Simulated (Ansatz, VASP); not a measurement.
# TiTe2 in VASP and in Ansatz

The input INCAR:

```
SYSTEM = TiTe2
PREC     = Accurate       ! precision mode
ENCUT    = 520            ! plane-wave cutoff, eV
EDIFF    = 1E-6           ! SCF threshold, eV
ISMEAR   = 0              ! smearing method
SIGMA    = 0.15           ! smearing width, eV
LREAL    = .FALSE.        ! projectors in reciprocal space
LASPH    = .TRUE.         ! aspherical terms in the spheres
NELM     = 60             ! most SCF steps
ALGO     = Normal         ! electronic algorithm
ISIF     = 2              ! what is computed and relaxed
LWAVE    = .FALSE.        ! write WAVECAR
LCHARG   = .FALSE.        ! write CHGCAR
GGA      = PE             ! functional
NBANDS   = 19             ! bands
```

The input KPOINTS:

```
Automatic mesh
0
G
  12 12 8
  0 0 0
```

Contents of POSCAR:

```
TiTe2
1.0
    3.5881508432      0.0000000000      0.0000000000
   -1.7940754216      3.1074297828      0.0000000000
    0.0000000000      0.0000000000      6.4980000000
Ti Te
1 2
Direct
    0.0000000000      0.0000000000      0.0000000000
    0.6666666667      0.3333333333      0.2628000000
    0.3333333333      0.6666666667      0.7372000000
```

Input for Ansatz:

```yaml
crystal:
  lattice:
    - [3.5881508432, 0.0, 0.0]
    - [-1.7940754216, 3.1074297828, 0.0]
    - [0.0, 0.0, 6.498]
  atoms:
    - { symbol: Ti, position: [0.0, 0.0, 0.0] }
    - { symbol: Te, position: [0.6666666667, 0.3333333333, 0.2628] }
    - { symbol: Te, position: [0.3333333333, 0.6666666667, 0.7372] }
basis:
  ecutwfc: 420
kpoints:
  mp_grid: { grid: [12, 12, 8] }
hamiltonian:
  xc: pbe
scf:
  occupations: { method: gaussian, width: 0.15 }
output:
  forces: true
  stress: true
  eigenvalues: true
```

Change from the starting cell: strain -0.050 along x and y, +0.000 along z, atoms carried along.

Alike in both runs: task single point; functional PBE; k mesh 12 × 12 × 8; occupations gaussian, width 0.15 eV; no spin polarisation.

|  | VASP | Ansatz |
| --- | --- | --- |
| version | VASP 6.6.1 | Ansatz 0.2.0 |
| potentials or method | VASP PAW PBE potentials, release 64 (Ti_sv, Te), cutoff 520 eV | scalar-relativistic, plane waves, PAW |
| valence electrons in the cell | 24 | 44 |

Ansatz gave:

| Quantity | Value |
| --- | --- |
| gap on the k mesh at the Fermi level (eV) | none |
| pressure (GPa) | 8.9 |
| traceless stress, the component that is largest in VASP (GPa) | -0.65 |
| rms of the force components (eV/Å) | 0.379 |

Q: Estimate VASP's values.

A: gap on the k mesh at the Fermi level (eV): none; pressure (GPa): 8.9; traceless stress, the component that is largest in VASP (GPa): -0.64; rms of the force components (eV/Å): 0.383.

Atom by atom the forces differ by 0.004 eV/Å (rms over components). A gap of «none» marks a metal or a gap that the smearing closes. VASP's potentials hold 24 valence electrons a cell and Ansatz's 44, so a difference there can come from the potentials and not from the codes.

Neither program's run includes spin-orbit coupling.
